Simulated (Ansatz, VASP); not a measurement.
**Two plane-wave programs on LiBiSe2**

POSCAR

```
LiBiSe2
1.0
    2.0391003433      1.1772751321      6.5465945422
   -2.0391003433      1.1772751321      6.5465945422
    0.0000000000     -2.3545502642      6.5465945422
Li Bi Se
1 1 2
Direct
    1.0000000000      0.0000000000      0.0000000000
    0.5000000000      0.5000000000      0.5000000000
    0.2543314314      0.2543314314      0.2543314314
    0.7456685686      0.7456685686      0.7456685686
```

The input INCAR.step1:

```
SYSTEM = LiBiSe2
ALGO = Normal
EDIFF = 1E-4
ENCUT = 520
GGA = PE
ISMEAR = 0
LASPH = .TRUE.
LCHARG = .FALSE.
LREAL = .FALSE.
LWAVE = .TRUE.
NBANDS = 23
NELM = 80
PREC = Accurate
SIGMA = 0.01
```

INCAR.step2

```
SYSTEM = LiBiSe2
ALGO = Normal
EDIFF = 1E-6
ENCUT = 520
ISIF = 2
ISMEAR = 0
ISTART = 1
LASPH = .TRUE.
LCHARG = .FALSE.
LMIXTAU = .TRUE.
LREAL = .FALSE.
LWAVE = .FALSE.
METAGGA = R2SCAN
NBANDS = 23
NELM = 80
PREC = Accurate
SIGMA = 0.01
```

Contents of KPOINTS:

```
k-points
0
G
  6 6 6
  0 0 0
```

Input for Ansatz:

```yaml
crystal:
  lattice:
    - [2.0391003433, 1.1772751321, 6.5465945422]
    - [-2.0391003433, 1.1772751321, 6.5465945422]
    - [0.0, -2.3545502642, 6.5465945422]
  atoms:
    - { symbol: Li, position: [1.0, 0.0, 0.0] }
    - { symbol: Bi, position: [0.5, 0.5, 0.5] }
    - { symbol: Se, position: [0.2543314314, 0.2543314314, 0.2543314314] }
    - { symbol: Se, position: [0.7456685686, 0.7456685686, 0.7456685686] }
kpoints:
  mp_grid: { grid: [6, 6, 6] }
hamiltonian:
  xc: r2scan
scf:
  occupations: { method: fixed }
  n_extra_bands: 5
output:
  forces: true
  stress: true
  eigenvalues: true
```

Alike in both runs: task single point; functional r2SCAN; k mesh 6 × 6 × 6; no spin polarisation.

|  | VASP | Ansatz |
| --- | --- | --- |
| version | VASP 6.6.1 | Ansatz 0.2.0 |
| potentials or method | VASP PAW PBE potentials, release 64 (Li_sv, Bi_d, Se) | plane waves, PAW |
| plane-wave cutoff (eV) | 520 | 500 |
| occupations | gaussian, width 0.01 eV | fixed |
| valence electrons in the cell | 30 | 50 |

```tsv
	VASP	Ansatz	Ansatz less VASP
gap on the k mesh at the Fermi level (eV)	1.41	1.40	-0.008
rms of the force components (eV/Å)	0.089	0.078	-0.0112
```

VASP's potentials were made for PBE, not for r2SCAN. Atom by atom the forces differ by 0.011 eV/Å (rms over components). VASP's potentials hold 30 valence electrons a cell and Ansatz's 50, so a difference there can come from the potentials and not from the codes.

Neither program's run includes spin-orbit coupling. Noted on VASP's run: the cutoff is short for stress, so the pressure is rough.
